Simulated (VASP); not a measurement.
Wanted: the native input for a VASP 6.6.1 run.

```yaml
Task: single point
Functional: PBE
Potentials_or_basis: VASP PAW PBE potentials, release 64 (Sc_sv, Ag, C, N)
Cutoff: 520 eV
k_mesh: 4 × 4 × 4
Occupations: gaussian, width 0.1 eV
Spin: no spin polarisation
Dipole_correction: no
Further_INCAR_settings: ALGO = Normal; EDIFF = 1e-07; NBANDS = 51
```

The structure of ScAgC6N6 lies in POSCAR:

```
ScAgC6N6
1.0
    0.0000000000      5.3120000000      5.3120000000
    5.3120000000      0.0000000000      5.3120000000
    5.3120000000      5.3120000000      0.0000000000
Sc Ag C N
1 1 6 6
Direct
    0.0000000000      0.0000000000      0.0000000000
    0.5000000000      0.5000000000      0.5000000000
    0.8096762000      0.1903238000      0.1903238000
    0.1903238000      0.8096762000      0.1903238000
    0.1903238000      0.1903238000      0.8096762000
    0.1903238000      0.8096762000      0.8096762000
    0.8096762000      0.1903238000      0.8096762000
    0.8096762000      0.8096762000      0.1903238000
    0.6995481900      0.3004518100      0.3004518100
    0.3004518100      0.6995481900      0.3004518100
    0.3004518100      0.3004518100      0.6995481900
    0.3004518100      0.6995481900      0.6995481900
    0.6995481900      0.3004518100      0.6995481900
    0.6995481900      0.6995481900      0.3004518100
```

The input as run:

INCAR

```
PREC     = Accurate       # precision mode
ENCUT    = 520            # plane-wave cutoff, eV
EDIFF    = 1E-7           # SCF threshold, eV
ISMEAR   = 0              # smearing method
SIGMA    = 0.1            # smearing width, eV
LREAL    = False          # projectors in reciprocal space
LASPH    = True           # aspherical terms in the spheres
NELM     = 80             # most SCF steps
ALGO     = Normal         # electronic algorithm
ISIF     = 2              # what is computed and relaxed
LWAVE    = False          # write WAVECAR
LCHARG   = True           # write CHGCAR
GGA      = PE             # functional
LELF     = True           # ELF
LVHAR    = True         
NBANDS   = 51             # bands
```

KPOINTS

```
Automatic mesh
0
Gamma
  4 4 4
```

Potentials or basis: VASP PAW PBE potentials, release 64 (Sc_sv, Ag, C, N).

The run is started by

```console
$ cat potpaw_PBE.64/Sc_sv/POTCAR potpaw_PBE.64/Ag/POTCAR potpaw_PBE.64/C/POTCAR potpaw_PBE.64/N/POTCAR > POTCAR
$ mpirun -np 1 vasp_std > vasp.out
```

Results of the run:

| Property | Result |
| --- | --- |
| Pressure | 11.1 GPa |
| Largest force | 3.961 eV/Å |
| Band gap on the k mesh | zero (band 38 reaches -2.02 eV, above the bottom of band 39 at -2.30 eV) |

Caveat: forces of over 1 eV/Å act on the atoms, so gaps and moduli don't describe the material at rest.

It took 4.2 min on 1 thread of AMD EPYC 7R13 Processor (Zen 3), on a shared host, peak memory 0.47 GiB.
